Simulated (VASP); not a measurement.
# Sr (Fm-3m) in VASP: a series of runs

Runs on Sr. Level: PBEsol. Tasks: single point.

Everything below comes from runs of VASP 6.6.1. Logs are shortened: lines on timing, memory, paths and dates and some standing lists are left out, and cuts for length are marked.

## Step 1: The cell of the first run

Symmetry: Fm-3m, No. 225, cubic system. The conventional cell has a = 5.934 Å, b = 5.934 Å, c = 5.934 Å, α = 90.00°, β = 90.00°, γ = 90.00°. Within 5.5 Å of Sr (site symmetry m-3m) lie 12 Sr at 4.20 Å.

## Step 2: Single point, PBEsol

File INCAR:

```
SYSTEM = Sr
PREC = Accurate ; ENCUT = 520
EDIFF = 1E-7 ; ISMEAR = -1
SIGMA = 0.1 ; LREAL = .FALSE.
LASPH = .TRUE. ; NELM = 60
ALGO = Normal ; ISIF = 2
LWAVE = .FALSE. ; LCHARG = .FALSE.
GGA = PS ; NBANDS = 11
```

File KPOINTS:

```
Automatic mesh
0
G
  9 9 9
  0 0 0
```

File POSCAR:

```
Sr
1.0
    0.0000000000      2.9668499945      2.9668499945
    2.9668499945      0.0000000000      2.9668499945
    2.9668499945      2.9668499945      0.0000000000
Sr
1
Direct
    0.0000000000      0.0000000000      0.0000000000
```

Potentials or basis: VASP PAW PBE potentials, release 64 (Sr_sv).

Launch:

```
$ cat potpaw_PBE.64/Sr_sv/POTCAR > POTCAR
$ mpirun -np 1 vasp_std > vasp.out
```

OUTCAR:

```text
SYSTEM = Sr
   PREC = Accurate
   ENCUT = 520
   EDIFF = 1E-7
   ISMEAR = -1
   LREAL = .FALSE.
   LASPH = .TRUE.
   NELM = 60
   ISIF = 2
   GGA = PS

 ion  position               nearest neighbor table
   1  0.000  0.000  0.000-

  LATTYP: Found a face centered cubic cell.
 ALAT       =     5.9336999890

  Lattice vectors:

 A1 = (   0.0000000000,   2.9668499945,   2.9668499945)
 A2 = (   2.9668499945,   0.0000000000,   2.9668499945)
 A3 = (   2.9668499945,   2.9668499945,   0.0000000000)

Analysis of symmetry for initial positions (statically):
=====================================================================
 Subroutine PRICEL returns:
 Original cell was already a primitive cell.

 Routine SETGRP: Setting up the symmetry group for a
 face centered cubic supercell.

 Subroutine GETGRP returns: Found 48 space group operations
 (whereof 48 operations were pure point group operations)
 out of a pool of 48 trial point group operations.

The static configuration has the point symmetry O_h .

Analysis of symmetry for dynamics (positions and initial velocities):
=====================================================================
 Subroutine PRICEL returns:
 Original cell was already a primitive cell.

 Routine SETGRP: Setting up the symmetry group for a
 face centered cubic supercell.

 Subroutine GETGRP returns: Found 48 space group operations
 (whereof 48 operations were pure point group operations)
 out of a pool of 48 trial point group operations.

The dynamic configuration has the point symmetry O_h .

 Subroutine INISYM returns: Found 48 space group operations
 (whereof 48 operations are pure point group operations),
 and found     1 'primitive' translations

----------------------------------------------------------------------------------------

                                     Primitive cell

  volume of cell :      52.2296

  direct lattice vectors                    reciprocal lattice vectors
     0.000000000  2.966849994  2.966849994    -0.168528911  0.168528911  0.168528911
     2.966849994  0.000000000  2.966849994     0.168528911 -0.168528911  0.168528911
     2.966849994  2.966849994  0.000000000     0.168528911  0.168528911 -0.168528911

  length of vectors
     4.195759500  4.195759500  4.195759500     0.291900637  0.291900637  0.291900637

  position of ions in fractional coordinates (direct lattice)
     0.000000000  0.000000000  0.000000000

  ion indices of the primitive-cell ions
[... 79 lines left out ...]
   NFREE  =      0    steps in history (QN), initial steepest desc. (CG)
   ISIF   =      2    stress and relaxation
   ISYM   =      2    0-nonsym 1-usesym 2-fastsym
   POTIM  = 0.5000    time-step for ionic-motion
   TEBEG  =    0.0;   TEEND  =   0.0 temperature during run
   PSTRESS=    0.0 pullay stress
   NELECT =      10.0000    total number of electrons
   NUPDOWN=      -1.0000    fix difference up-down
   EMIN   =  10.00;   EMAX   =-10.00  energy-range for DOS
   EFERMI =   0.00;   METHOD = LEGACY
   ISMEAR =    -1;   SIGMA  =   0.10  broadening in eV -4-tet -1-fermi 0-gaus
   EFERMI_NEDOS =   21; number of points for ismear=-14 and -15
   IALGO  =     38    algorithm
   IMIX   =      4    mixing-type and parameters
     AMIX     =   0.40;   BMIX     =  1.00
     AMIX_MAG =   1.60;   BMIX_MAG =  1.00
  volume/ion in A,a.u.               =      52.23       352.46
  Fermi-wavevector in a.u.,A,eV,Ry     =   0.943559  1.783069 12.113326  0.890304
  Thomas-Fermi vector in A             =   2.071279
   LORBIT       =      0    0 simple, 1 ext, 2 COOP (PROOUT), +10 PAW based schemes
   GGA     = PS    functional components
   LHFCALC =     F    Hartree Fock is set to
   AEXX    =    0.0000 exact exchange contribution
   IVDW    =     0    specifies the selected vdW correction
   LEPSILON=     F    determine dielectric tensor
   LRPA    =     F    only Hartree local field effects (RPA)
 non-spin polarized calculation
  energy-cutoff  :      520.00
  volume of cell :       52.23
 maximum number of plane-waves:      1420
   NGX = 15   NGY = 15   NGZ = 15

 number of electron      10.0000000 magnetization

 Free energy of the ion-electron system (eV)
  ---------------------------------------------------
  ext. energy  EPLUGINS =         0.00000000
  ---------------------------------------------------
  free energy    TOTEN  =        -1.85847578 eV

  energy without entropy =       -1.81475104  energy(sigma->0) =       -1.83661341

 E-fermi :   1.6622     XC(G=0):  -7.5930

 val. band max:        1.6038124763   @ k =  -0.3333   0.4444   0.2222
 cond. band min:       1.7301952732   @ k =  -0.4444   0.2222   0.0000
 fundamental gap:      0.1263827970
 Fermi energy:         1.6622062469

 k-point     1 :       0.0000    0.0000    0.0000
  band No.  band energies     occupation
      1     -34.7620      2.00000
      2     -16.6536      2.00000
      3     -16.6536      2.00000
      4     -16.6536      2.00000
      5      -2.0656      2.00000
      6       4.0601      0.00000
      7       4.0601      0.00000
      8       4.0601      0.00000
      9       5.6207      0.00000
     10       5.6207      0.00000
     11       8.9454      0.00000
[... 309 lines left out ...]
 k-point    24 :       0.4444    0.4444    0.0000
  band No.  band energies     occupation
      1     -34.7387      2.00000
      2     -16.8717      2.00000
      3     -16.7375      2.00000
      4     -16.7375      2.00000
      5       0.8592      1.99935
      6       2.0051      0.06278
      7       2.8521      0.00001
      8       6.4704      0.00000
      9       6.4704      0.00000
     10       6.7024      0.00000
     11       7.8845      0.00000

 [... further k-points ...]

------------------------ aborting loop because EDIFF is reached ----------------------------------------

  FORCE on cell =-STRESS in cart. coord.  units (eV):
  Direction    XX          YY          ZZ          XY          YZ          ZX
  --------------------------------------------------------------------------------------
  -------------------------------------------------------------------------------------
  Total        0.0023847      0.0023847      0.0023847      0.0000000     -0.0000000      0.0000000
  in kB        0.0731525      0.0731525      0.0731525      0.0000000     -0.0000000      0.0000000
  external PRESSURE =       0.0731525 kB  Pullay stress =       0.0000000 kB

 VOLUME and BASIS-vectors are now :
 -----------------------------------------------------------------------------
  energy-cutoff  :      520.00
  volume of cell :       52.23
      direct lattice vectors                 reciprocal lattice vectors
     0.000000000  2.966849994  2.966849994    -0.168528911  0.168528911  0.168528911
     2.966849994  0.000000000  2.966849994     0.168528911 -0.168528911  0.168528911
     2.966849994  2.966849994  0.000000000     0.168528911  0.168528911 -0.168528911

 POSITION                                       TOTAL-FORCE (eV/Angst)
 -----------------------------------------------------------------------------------
      0.00000      0.00000      0.00000        -0.000000     -0.000000     -0.000000
 -----------------------------------------------------------------------------------
    total drift:                                0.000000      0.000000     -0.000000

  FREE ENERGIE OF THE ION-ELECTRON SYSTEM (eV)
  ---------------------------------------------------
  free  energy   TOTEN  =        -1.8584757780 eV

  energy  without entropy=       -1.8147510383  energy(sigma->0) =       -1.83661341
```

stdout:

```text
POSCAR found type information on POSCAR Sr
 POSCAR found :  1 types and       1 ions
 scaLAPACK will be used
 -----------------------------------------------------------------------------
|                                                                             |
|                                                                             |
|     You enforced a specific xc type in the INCAR file but a different       |
|     I HOPE YOU KNOW WHAT YOU ARE DOING!                                     |
|                                                                             |
 -----------------------------------------------------------------------------

 LDA part: xc-table for (Slater+PW92), standard interpolation
 POSCAR, INCAR and KPOINTS ok, starting setup
 FFT: planning ... GRIDC
 FFT: planning ... GRID_SOFT
 FFT: planning ... GRID
 WAVECAR not read
 entering main loop
```

Wall time 10 s (1 thread of Intel Xeon 6975P-C (Granite Rapids), shared host); peak memory 0.18 GiB.

What came out:

```
Free energy : -1.8585 eV
Pressure    : 0.0 GPa
```

Levels at points of the mesh, in eV from the Fermi level:
| k point | band 2 | band 3 | band 4 | band 5 | band 6 | band 7 | band 8 | band 9 |
| --- | --- | --- | --- | --- | --- | --- | --- | --- |
| (0.00, 0.00, 0.00) | -18.32 | -18.32 | -18.32 | -3.73 | 2.40 | 2.40 | 2.40 | 3.96 |

Caveat: the PAW data sets were made with another functional, which shifts forces and pressure a little.

## Step 3: Single point, PBEsol (45.96 Å³/atom)

This run uses another cell than the first one, of 45.96 Å³/atom.

File INCAR:

```
ALGO = Normal
EDIFF = 1E-6
ENCUT = 520
GGA = PS
ISIF = 2
ISMEAR = -1
LASPH = T
LCHARG = F
LREAL = F
LWAVE = F
NBANDS = 11
NELM = 60
PREC = Accurate
SIGMA = 0.1
```

File KPOINTS:

```
k-points
0
Gamma
  15 15 15
```

File POSCAR:

```
Sr
1.0
    0.0000000000      2.8430847953      2.8430847953
    2.8430847953      0.0000000000      2.8430847953
    2.8430847953      2.8430847953      0.0000000000
Sr
1
Direct
    0.0000000000      0.0000000000      0.0000000000
```

Potentials or basis: VASP PAW PBE potentials, release 64 (Sr_sv).

Launch:

```
$ cat potpaw_PBE.64/Sr_sv/POTCAR > POTCAR
$ mpirun -np 1 vasp_std > vasp.out
```

Wall time 36 s (1 thread of Intel Xeon 6975P-C (Granite Rapids), shared host); peak memory 0.21 GiB.

It converged, with:

* Free energy: -1.8250 eV
* Pressure: 1.9 GPa

Levels at points of the mesh, in eV from the Fermi level:
```csv
k point,band 3,band 4,band 5,band 6,band 7,band 8
"(0.00, 0.00, 0.00)",-18.05,-18.05,-3.92,2.52,2.52,2.52
```

Caveat: the PAW data sets were made with another functional, which shifts forces and pressure a little.
